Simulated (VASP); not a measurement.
Write the native input for VASP 6.6.1 that does the following.

```yaml
Task: single point
Functional: PBEsol
Potentials_or_basis: VASP PAW PBE potentials, release 64 (Au)
Cutoff: 520 eV
k_mesh: 11 × 11 × 6
Occupations: fermi-dirac, width 0.05 eV
Spin: no spin polarisation
Dipole_correction: no
Further_INCAR_settings: ALGO = Normal; EDIFF = 1e-07; NBANDS = 18
```

The structure of Au lies in POSCAR:

```
Au
1.0
    2.7881339230      0.0000000000      0.0000000000
   -1.3940669615      2.4145948065      0.0000000000
    0.0000000000      0.0000000000      4.6232482816
Au
2
Direct
    0.6666666667      0.3333333333      0.2500000000
    0.3333333333      0.6666666667      0.7500000000
```

One way to write it, as run:

INCAR

```
SYSTEM = Au
ALGO = Normal ; EDIFF = 1E-7
ENCUT = 520 ; GGA = PS
ISIF = 2 ; ISMEAR = -1
LASPH = .True. ; LCHARG = .False.
LREAL = .False. ; LWAVE = .False.
NBANDS = 18 ; NELM = 100
PREC = Accurate ; SIGMA = 0.05
```

KPOINTS

```
k-points
0
Gamma
  11 11 6
  0 0 0
```

Potentials or basis: VASP PAW PBE potentials, release 64 (Au).

The run is started by

```sh
$ cat potpaw_PBE.64/Au/POTCAR > POTCAR
$ mpirun -np 1 vasp_std > vasp.out
```

Results of the run:

* Pressure: 19.7 GPa
* Band gap on the k mesh: zero (band 11 reaches 14.84 eV, above the bottom of band 12 at 8.04 eV)

Caveat: the PAW data sets were made with another functional, which shifts forces and pressure a little; spin-orbit coupling is left out, which moves the levels of the heavy elements.

Wall time 18 s on 1 thread of AMD EPYC 9R45 96-Core Processor (Zen 5) (shared host), peak memory 0.14 GiB.
